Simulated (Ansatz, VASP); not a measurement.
# Two plane-wave programs on ScAl3

```xyz
4
Lattice="3.7456 0.0000 0.0000 0.0000 3.7456 0.0000 0.0000 0.0000 3.9084" Properties=species:S:1:pos:R:3 pbc="T T T"
Sc    0.0000    0.0000    0.0000
Al    1.8728    0.0000    1.9542
Al    0.0000    1.8728    1.9542
Al    1.8728    1.8728    0.0000
```

Change from the starting cell: strain -0.080 along x and y, -0.040 along z, atoms carried along.

Alike in both runs: task single point; functional PBEsol; k mesh 12 × 12 × 12; occupations gaussian, width 0.15 eV; no spin polarisation.

```csv
,VASP,Ansatz
version,VASP 6.6.1,Ansatz 0.2.0
potentials or method,"VASP PAW PBE potentials, release 64 (Sc_sv, Al), cutoff 520 eV","scalar-relativistic, plane waves, PAW"
valence electrons in the cell,20,20
```

|  | VASP | Ansatz | Ansatz less VASP |
| --- | --- | --- | --- |
| gap on the k mesh at the Fermi level (eV) | none | none | - |
| pressure (GPa) | 29.3 | 29.0 | -0.31 |
| traceless stress, the component that is largest in VASP (GPa) | -6.76 | -6.75 | +0.010 |

VASP's potentials were made for PBE, not for PBEsol. A gap of «none» marks a metal or a gap that the smearing closes. Both programs put the cell under a high pressure, so it lies far from rest at this level. With one functional, cell and mesh, what is left measures potentials, basis and numerics.
